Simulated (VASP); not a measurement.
# TiB2 (P6/mmm) in VASP: a series of runs

TiB2 is run at these levels: PBE; tasks: single point, relaxation of cell and atoms.

All numbers are computed with VASP 6.6.1; they aren't measurements. Logs are shortened: lines on timing, memory, paths and dates and some standing lists are left out, and cuts for length are marked.

### 1 The cell of the first run

Symmetry: P6/mmm, No. 191, hexagonal system. Conventional cell: a = 3.070 Å, b = 3.070 Å, c = 3.369 Å, α = 90.00°, β = 90.00°, γ = 120.00°. Within 3.2 Å of Ti (site symmetry 6/mmm) lie 12 B at 2.45 Å and 6 Ti at 3.07 Å. Within 2.5 Å of B (site symmetry -6m2) lie 3 B at 1.77 Å and 6 Ti at 2.45 Å.

### 2 Single point, PBE

INCAR

```
SYSTEM = TiB2
PREC     = Accurate       ! precision mode
ENCUT    = 500            ! plane-wave cutoff, eV
EDIFF    = 1E-6           ! SCF threshold, eV
ISMEAR   = -1             ! smearing method
SIGMA    = 1.0            ! smearing width, eV
LREAL    = .FALSE.        ! projectors in reciprocal space
LASPH    = .TRUE.         ! aspherical terms in the spheres
NELM     = 120            ! most SCF steps
ALGO     = Normal         ! electronic algorithm
ISIF     = 2              ! what is computed and relaxed
LWAVE    = .FALSE.        ! write WAVECAR
LCHARG   = .FALSE.        ! write CHGCAR
GGA      = PE             ! functional
NBANDS   = 16             ! bands
GGA_COMPAT= .FALSE.
```

KPOINTS

```
regular mesh
0
G
  15 15 12
  0 0 0
```

POSCAR

```
TiB2
1.0
    3.0700679311      0.0000000293      0.0000000000
   -1.5350339909      2.6587568051      0.0000000000
    0.0000000000      0.0000000000      3.3690263800
Ti B
1 2
Direct
    0.0000000000      0.0000000000      0.0000000000
    0.3333333333      0.6666666667      0.5000000000
    0.6666666667      0.3333333333      0.5000000000
```

Potentials or basis: VASP PAW PBE potentials, release 64 (Ti_sv, B).

Launch:

```console
> cat potpaw_PBE.64/Ti_sv/POTCAR potpaw_PBE.64/B/POTCAR > POTCAR
> mpirun -np 1 vasp_std > vasp.out
```

OUTCAR:

```text
SYSTEM = TiB2
   PREC = Accurate
   ENCUT = 500
   EDIFF = 1E-6
   ISMEAR = -1
   LREAL = .FALSE.
   LASPH = .TRUE.
   NELM = 120
   ISIF = 2
   GGA = PE

 ion  position               nearest neighbor table
   1  0.000  0.000  0.000-   2 2.45   3 2.45   2 2.45   3 2.45   3 2.45   3 2.45   2 2.45   2 2.45
                             3 2.45   3 2.45   2 2.45   2 2.45
   2  0.333  0.667  0.500-   3 1.77   3 1.77   3 1.77   1 2.45   1 2.45   1 2.45   1 2.45   1 2.45
                             1 2.45
   3  0.667  0.333  0.500-   2 1.77   2 1.77   2 1.77   1 2.45   1 2.45   1 2.45   1 2.45   1 2.45
                             1 2.45

  LATTYP: Found a hexagonal cell.
 ALAT       =     3.0700679311
 C/A-ratio  =     1.0973784475

  Lattice vectors:

 A1 = (   3.0700679311,   0.0000000293,   0.0000000000)
 A2 = (  -1.5350339909,   2.6587568051,   0.0000000000)
 A3 = (   0.0000000000,   0.0000000000,   3.3690263800)

Analysis of symmetry for initial positions (statically):
=====================================================================
 Subroutine PRICEL returns:
 Original cell was already a primitive cell.

 Routine SETGRP: Setting up the symmetry group for a
 hexagonal supercell.

 Subroutine GETGRP returns: Found 24 space group operations
 (whereof 24 operations were pure point group operations)
 out of a pool of 24 trial point group operations.

The static configuration has the point symmetry D_6h.

Analysis of symmetry for dynamics (positions and initial velocities):
=====================================================================
 Subroutine PRICEL returns:
 Original cell was already a primitive cell.

 Routine SETGRP: Setting up the symmetry group for a
 hexagonal supercell.

 Subroutine GETGRP returns: Found 24 space group operations
 (whereof 24 operations were pure point group operations)
 out of a pool of 24 trial point group operations.

The dynamic configuration has the point symmetry D_6h.

 Subroutine INISYM returns: Found 24 space group operations
 (whereof 24 operations are pure point group operations),
 and found     1 'primitive' translations

----------------------------------------------------------------------------------------

                                     Primitive cell

  volume of cell :      27.4999

  direct lattice vectors                    reciprocal lattice vectors
     3.070067931  0.000000029  0.000000000     0.325725690  0.188057819  0.000000000
    -1.535033991  2.658756805  0.000000000    -0.000000004  0.376115631  0.000000000
     0.000000000  0.000000000  3.369026380     0.000000000  0.000000000  0.296821659

  length of vectors
     3.070067931  3.070067931  3.369026380     0.376115631  0.376115631  0.296821659

  position of ions in fractional coordinates (direct lattice)
     0.000000000  0.000000000  0.000000000
     0.333333333  0.666666667  0.500000000
     0.666666667  0.333333333  0.500000000

  ion indices of the primitive-cell ions
   primitive index   ion index
                 1           1
                 2           2
                 3           3

----------------------------------------------------------------------------------------

 KPOINTS: regular mesh

Automatic generation of k-mesh.
 Grid dimensions read from file:
 generate k-points for:   15   15   12

 Generating k-lattice:

  Cartesian coordinates                     Fractional coordinates (reciprocal lattice)
     0.021715046  0.012537188  0.000000000     0.066666667  0.000000000  0.000000000
    -0.000000000  0.025074375  0.000000000     0.000000000  0.066666667  0.000000000
     0.000000000  0.000000000  0.024735138     0.000000000  0.000000000  0.083333333

  Length of vectors
     0.025074375  0.025074375  0.024735138

  Shift w.r.t. Gamma in fractional coordinates (k-lattice)
     0.000000000  0.000000000  0.000000000

 Subroutine IBZKPT returns following result:
 ===========================================

 Found    189 irreducible k-points:

 Following reciprocal coordinates:
            Coordinates               Weight
  0.000000  0.000000  0.000000      1.000000
  0.066667  0.000000  0.000000      6.000000
  0.133333  0.000000  0.000000      6.000000
  0.200000  0.000000  0.000000      6.000000
  0.266667  0.000000  0.000000      6.000000
  0.333333 -0.000000  0.000000      6.000000
[... 16 lines left out ...]
  0.333333  0.200000  0.000000     12.000000
  0.400000  0.200000  0.000000      6.000000
 [... further k-points ...]
   k-points           NKPTS =    189   k-points in BZ     NKDIM =    189   number of bands    NBANDS=     16
   number of dos      NEDOS =    301   number of ions     NIONS =      3
   total plane-waves  NPLWV =  16128
   dimension x,y,z NGX =    24 NGY =   24 NGZ =   28
   dimension x,y,z NGXF=    48 NGYF=   48 NGZF=   56
   ions per type =               1   2
   NGX,Y,Z   is equivalent  to a cutoff of  13.00, 13.00, 13.82 a.u.
   NGXF,Y,Z  is equivalent  to a cutoff of  25.99, 25.99, 27.63 a.u.
 SYSTEM =  TiB2
   PREC   = accura    normal or accurate (medium, high low for compatibility)
   ISTART =      0    job   : 0-new  1-cont  2-samecut
   ICHARG =      2    charge: 1-file 2-atom 10-const
   ISPIN  =      1    spin polarized calculation?
   LNONCOLLINEAR =      F non collinear calculations
   LSORBIT =      F    spin-orbit coupling
   LASPH  =      T    aspherical Exc in radial PAW
   ENCUT  =  500.0 eV  36.75 Ry    6.06 a.u.   5.60  5.60  6.14*2*pi/ulx,y,z
   NELM   =    120;   NELMIN=  2; NELMDL= -5     # of ELM steps
   EDIFF  = 0.1E-05   stopping-criterion for ELM
   LREAL  =      F    real-space projection
   EDIFFG = 0.1E-04   stopping-criterion for IOM
   NSW    =      0    number of steps for IOM
   IBRION =     -1    ionic relax: 0-MD 1-quasi-New 2-CG
   NFREE  =      0    steps in history (QN), initial steepest desc. (CG)
   ISIF   =      2    stress and relaxation
   ISYM   =      2    0-nonsym 1-usesym 2-fastsym
   POTIM  = 0.5000    time-step for ionic-motion
   TEBEG  =    0.0;   TEEND  =   0.0 temperature during run
   PSTRESS=    0.0 pullay stress
   NELECT =      18.0000    total number of electrons
   NUPDOWN=      -1.0000    fix difference up-down
   EMIN   =  10.00;   EMAX   =-10.00  energy-range for DOS
   EFERMI =   0.00;   METHOD = LEGACY
   ISMEAR =    -1;   SIGMA  =   1.00  broadening in eV -4-tet -1-fermi 0-gaus
   EFERMI_NEDOS =   21; number of points for ismear=-14 and -15
   IALGO  =     38    algorithm
   IMIX   =      4    mixing-type and parameters
     AMIX     =   0.40;   BMIX     =  1.00
     AMIX_MAG =   1.60;   BMIX_MAG =  1.00
  volume/ion in A,a.u.               =       9.17        61.86
  Fermi-wavevector in a.u.,A,eV,Ry     =   1.421419  2.686092 27.489630  2.020431
  Thomas-Fermi vector in A             =   2.542230
   LORBIT       =      0    0 simple, 1 ext, 2 COOP (PROOUT), +10 PAW based schemes
   GGA     = PE    functional components
   LHFCALC =     F    Hartree Fock is set to
   AEXX    =    0.0000 exact exchange contribution
   IVDW    =     0    specifies the selected vdW correction
   LEPSILON=     F    determine dielectric tensor
   LRPA    =     F    only Hartree local field effects (RPA)
 non-spin polarized calculation
  energy-cutoff  :      500.00
  volume of cell :       27.50
 maximum number of plane-waves:       733
 NGX is ok and might be reduce to    24

 number of electron      17.9999998 magnetization

 Free energy of the ion-electron system (eV)
  ---------------------------------------------------
  ext. energy  EPLUGINS =         0.00000000
  ---------------------------------------------------
  free energy    TOTEN  =       -25.89968789 eV

  energy without entropy =      -22.17489544  energy(sigma->0) =      -24.03729166

 E-fermi :   9.1160     XC(G=0): -12.4022

 val. band max:        9.1114065270   @ k =   0.1333   0.0000   0.2500
 cond. band min:       9.1270366976   @ k =   0.1333   0.0667   0.2500
 fundamental gap:      0.0156301706
 Fermi energy:         9.1159700889

 k-point     1 :       0.0000    0.0000    0.0000
  band No.  band energies     occupation
      1     -47.3490      2.00000
      2     -23.6992      2.00000
      3     -23.4481      2.00000
      4     -23.4481      2.00000
      5      -3.9134      2.00000
      6       6.6244      1.84709
[... 8 lines left out ...]
     15      14.9754      0.00569
     16      15.9719      0.00210

 k-point     2 :       0.0667    0.0000    0.0000
  band No.  band energies     occupation
      1     -47.3470      2.00000
      2     -23.6966      2.00000
      3     -23.4638      2.00000
      4     -23.4516      2.00000
      5      -3.8308      2.00000
      6       6.5851      1.85256
[... 8 lines left out ...]
     15      15.4589      0.00351
     16      16.2410      0.00161

 k-point     3 :       0.1333    0.0000    0.0000
  band No.  band energies     occupation
      1     -47.3413      2.00000
      2     -23.6891      2.00000
      3     -23.5079      2.00000
      4     -23.4617      2.00000
      5      -3.5858      1.99999
      6       6.0786      1.90847
[... 8 lines left out ...]
     15      16.5611      0.00117
     16      17.0228      0.00074

 k-point     4 :       0.2000    0.0000    0.0000
  band No.  band energies     occupation
      1     -47.3330      2.00000
      2     -23.6782      2.00000
      3     -23.5724      2.00000
      4     -23.4765      2.00000
      5      -3.1858      1.99999
      6       5.1078      1.96432
[... 8 lines left out ...]
     15      16.6754      0.00104
     16      17.6840      0.00038
[... 324 lines left out ...]
 k-point    22 :       0.2667    0.2000    0.0000
  band No.  band energies     occupation
      1     -47.3052      2.00000
      2     -23.7319      2.00000
      3     -23.6418      2.00000
      4     -23.5770      2.00000
      5      -1.0967      1.99993
      6       2.5483      1.99719
[... 8 lines left out ...]
     15      17.0851      0.00069
     16      18.6583      0.00014

 k-point    23 :       0.3333    0.2000    0.0000
  band No.  band energies     occupation
      1     -47.3006      2.00000
      2     -23.7522      2.00000
      3     -23.6358      2.00000
      4     -23.5993      2.00000
      5      -0.2736      1.99983
      6       1.6156      1.99889
[... 8 lines left out ...]
     15      17.3248      0.00054
     16      18.6735      0.00014

 k-point    24 :       0.4000    0.2000    0.0000
  band No.  band energies     occupation
      1     -47.2990      2.00000
      2     -23.7590      2.00000
      3     -23.6336      2.00000
      4     -23.6075      2.00000
      5       0.5208      1.99963
      6       0.7728      1.99952
[... 8 lines left out ...]
     15      17.4530      0.00048
     16      18.6680      0.00014

 [... further k-points ...]

------------------------ aborting loop because EDIFF is reached ----------------------------------------

  FORCE on cell =-STRESS in cart. coord.  units (eV):
  Direction    XX          YY          ZZ          XY          YZ          ZX
  --------------------------------------------------------------------------------------
  -------------------------------------------------------------------------------------
  Total        0.0270444      0.0270444      0.0354484      0.0000000      0.0000000      0.0000000
  in kB        1.5756410      1.5756410      2.0652692      0.0000000      0.0000000      0.0000000
  external PRESSURE =       1.7388504 kB  Pullay stress =       0.0000000 kB

 VOLUME and BASIS-vectors are now :
 -----------------------------------------------------------------------------
  energy-cutoff  :      500.00
  volume of cell :       27.50
      direct lattice vectors                 reciprocal lattice vectors
     3.070067931  0.000000029  0.000000000     0.325725690  0.188057819  0.000000000
    -1.535033991  2.658756805  0.000000000    -0.000000004  0.376115631  0.000000000
     0.000000000  0.000000000  3.369026380     0.000000000  0.000000000  0.296821659

 POSITION                                       TOTAL-FORCE (eV/Angst)
 -----------------------------------------------------------------------------------
      0.00000      0.00000      0.00000         0.000000     -0.000000      0.000000
     -0.00000      1.77250      1.68451         0.000000     -0.000000      0.000000
      1.53503      0.88625      1.68451        -0.000000      0.000000     -0.000000
 -----------------------------------------------------------------------------------
    total drift:                               -0.000000      0.000000     -0.000000

  FREE ENERGIE OF THE ION-ELECTRON SYSTEM (eV)
  ---------------------------------------------------
  free  energy   TOTEN  =       -25.8996878886 eV

  energy  without entropy=      -22.1748954363  energy(sigma->0) =      -24.03729166
```

Run time: 1.7 min. Hardware: 1 thread of Intel Xeon 8259CL, shared host; peak memory 0.2 GiB.

Results:

```yaml
Free_energy: -25.8997 eV
Pressure: 0.2 GPa
Band_gap_on_the_k_mesh: zero (bands 9 and 10 overlap by 0.47 eV)
```

Caveat: so wide a smearing shifts energies and pressures.

### 3 Single point, PBE

This run uses another cell than the first one: it holds 18 atoms, not 3.

INCAR

```
SYSTEM = TiB2
  PREC = Accurate
  ENCUT = 500
  EDIFF = 1E-6
  ISMEAR = -1
  SIGMA = 1.0
  LREAL = .FALSE.
  LASPH = .TRUE.
  NELM = 120
  ALGO = Normal
  ISIF = 2
  LWAVE = .FALSE.
  LCHARG = .TRUE.
  GGA = PE
  LELF = .TRUE.
  LVHAR = .TRUE.
  NBANDS = 69
  GGA_COMPAT = .FALSE.
```

KPOINTS

```
Automatic mesh
0
G
  4 4 3
  0 0 0
```

POSCAR

```
TiB2
1.0
    4.6051018713      2.6587568636      0.0000000000
   -4.6051019221      2.6587567758      0.0000000000
    0.0000000000      0.0000000000      6.7380527601
Ti B
6 12
Direct
    0.0000000000      0.0000000000      0.0000000000
    0.3333333333      0.6666666667      0.0000000000
    0.6666666667      0.3333333333      0.0000000000
    0.0000000000      0.0000000000      0.5000000000
    0.3333333333      0.6666666667      0.5000000000
    0.6666666667      0.3333333333      0.5000000000
    0.0000000000      0.6666666667      0.2500000000
    0.3333333333      0.3333333334      0.2500000000
    0.6666666667      0.0000000000      0.2500000000
    0.0000000000      0.3333333333      0.2500000000
    0.3333333333      0.0000000000      0.2500000000
    0.6666666667      0.6666666666      0.2500000000
    0.0000000000      0.6666666667      0.7500000000
    0.3333333333      0.3333333334      0.7500000000
    0.6666666667      0.0000000000      0.7500000000
    0.0000000000      0.3333333333      0.7500000000
    0.3333333333      0.0000000000      0.7500000000
    0.6666666667      0.6666666666      0.7500000000
```

Potentials or basis: VASP PAW PBE potentials, release 64 (Ti_sv, B).

Launch:

```console
> cat potpaw_PBE.64/Ti_sv/POTCAR potpaw_PBE.64/B/POTCAR > POTCAR
> mpirun -np 1 vasp_std > vasp.out
```

Run time: 21 min. Hardware: 1 thread of Intel Xeon 8259CL, shared host; peak memory 0.29 GiB.

The run converged. Its results:

```yaml
Free_energy: -154.9519 eV
Pressure: -1.2 GPa
Band_gap_on_the_k_mesh: zero (bands 54 and 55 overlap by 0.70 eV)
```

Stress tensor (GPa, compression positive):
```
-1.08  0.00  0.00
 0.00 -1.08  0.00
 0.00  0.00 -1.56
```

Levels at points of the mesh, in eV from the Fermi level:
| k point | band 50 | band 51 | band 52 | band 53 | band 54 | band 55 | band 56 | band 57 | band 58 | band 59 |
| --- | --- | --- | --- | --- | --- | --- | --- | --- | --- | --- |
| (0.00, 0.00, 0.00) | -1.67 | -1.67 | -0.41 | -0.41 | 0.35 | 0.35 | 0.75 | 0.75 | 1.53 | 1.53 |
| (0.50, 0.00, 0.00) | -1.80 | -1.36 | -1.36 | -0.62 | -0.62 | 1.26 | 1.26 | 1.60 | 1.61 | 1.61 |

Caveat: so wide a smearing shifts energies and pressures.

### 4 Relaxation of cell and atoms, PBE

This run uses another cell than the first one, of 8.53 Å³/atom.

INCAR

```
PREC = Accurate ; ENCUT = 500
EDIFF = 1E-7 ; ISMEAR = -1
SIGMA = 1.0 ; LREAL = F
LASPH = T ; NELM = 120
ALGO = Normal ; ISIF = 3
LWAVE = F ; LCHARG = F
GGA = PE ; IBRION = 2
NSW = 80 ; EDIFFG = -0.005
GGA_COMPAT = F ; NELMIN = 4
```

KPOINTS

```
Automatic mesh
0
Gamma
  15 15 12
```

POSCAR

```
TiB2
1.0
    3.0259273000      0.0000000000      0.0000000000
   -1.5129637000      2.6205299000      0.0000000000
    0.0000000000      0.0000000000      3.2287677000
Ti B
1 2
Direct
    0.0000000000      0.0000000000      0.0000000000
    0.3333333300      0.6666666700      0.5000000000
    0.6666666700      0.3333333300      0.5000000000
```

Launch:

```console
> cat potpaw_PBE.64/Ti_sv/POTCAR potpaw_PBE.64/B/POTCAR > POTCAR
> mpirun -np 1 vasp_std > vasp.out
```

It took 5.4 min on 1 thread of Intel Xeon 8259CL, shared host; peak memory 0.2 GiB.

The run converged. Its results:

* Free energy: -25.8923 eV
* Relaxed volume: 9.17 Å³/atom
* Relaxed cell: a = 3.070 Å, b = 3.070 Å, c = 3.370 Å, α = 90.00°, β = 90.00°, γ = 120.00°
* Space group after relaxing (to 0.1 Å): P6/mmm (No. 191)
* Energy gained by relaxing: 28.8 meV/atom
* Ionic steps: 6
* Pressure after relaxing: -0.1 GPa
* Band gap on the k mesh: zero (bands 9 and 10 overlap by 0.47 eV)

Step by step:
```
step  energy change (eV)  largest force (eV/Å)  pressure (GPa)  volume (Å³)
   1              0.0000                0.0000           14.53        25.60
   2             -0.0515                0.0000           -7.62        28.58
   3             -0.0787                0.0000           -0.38        27.41
   4             -0.0857                0.0000           -0.02        27.46
   5             -0.0863                0.0000            0.13        27.47
   6             -0.0863                0.0000           -0.07        27.50
```

Final structure:
```cif
data_structure
_symmetry_space_group_name_H-M 'P 1'
_symmetry_Int_Tables_number 1
_cell_length_a 3.0697
_cell_length_b 3.0697
_cell_length_c 3.3702
_cell_angle_alpha 90.000
_cell_angle_beta 90.000
_cell_angle_gamma 120.000
_cell_volume 27.50
loop_
_atom_site_label
_atom_site_type_symbol
_atom_site_fract_x
_atom_site_fract_y
_atom_site_fract_z
_atom_site_occupancy
Ti1 Ti 0.00000 0.00000 0.00000 1
B1 B 0.33333 0.66667 0.50000 1
B2 B 0.66667 0.33333 0.50000 1
```

Levels at points of the mesh, in eV from the Fermi level:
| k point | band 6 | band 7 | band 8 | band 9 | band 10 | band 11 | band 12 | band 13 |
| --- | --- | --- | --- | --- | --- | --- | --- | --- |
| (0.00, 0.00, 0.00) | -2.50 | -2.07 | -2.07 | -1.70 | 2.24 | 2.24 | 3.54 | 3.54 |
| (0.00, 0.00, 0.50) | -7.24 | -0.36 | -0.36 | 0.42 | 0.42 | 0.83 | 0.83 | 1.67 |

Caveat: so wide a smearing shifts energies and pressures.

### 5 Overview

```csv
task,cell,k mesh,gap on the mesh (eV),pressure (GPa)
single point,"a = 3.070, b = 3.070, c = 3.369 Å, angles 90.0, 90.0, 120.0°, 3 atoms, atomic positions A",15 × 15 × 12,none,0.2
single point,"a = 5.318, b = 5.318, c = 6.738 Å, angles 90.0, 90.0, 120.0°, 18 atoms, atomic positions B",4 × 4 × 3,none,-1.2
relaxation of cell and atoms,"relaxed from a = 3.026, b = 3.026, c = 3.229 Å, angles 90.0, 90.0, 120.0°, 3 atoms, atomic positions A",15 × 15 × 12,none,-0.1
```

Alike in all rows: level PBE; potentials or basis VASP PAW PBE potentials, release 64 (Ti_sv, B); no spin polarisation; cutoff (eV) 500; smearing fermi-dirac 1 eV.

Caveats: so wide a smearing shifts energies and pressures.

Absolute energies hang on the potentials; compare differences alone.
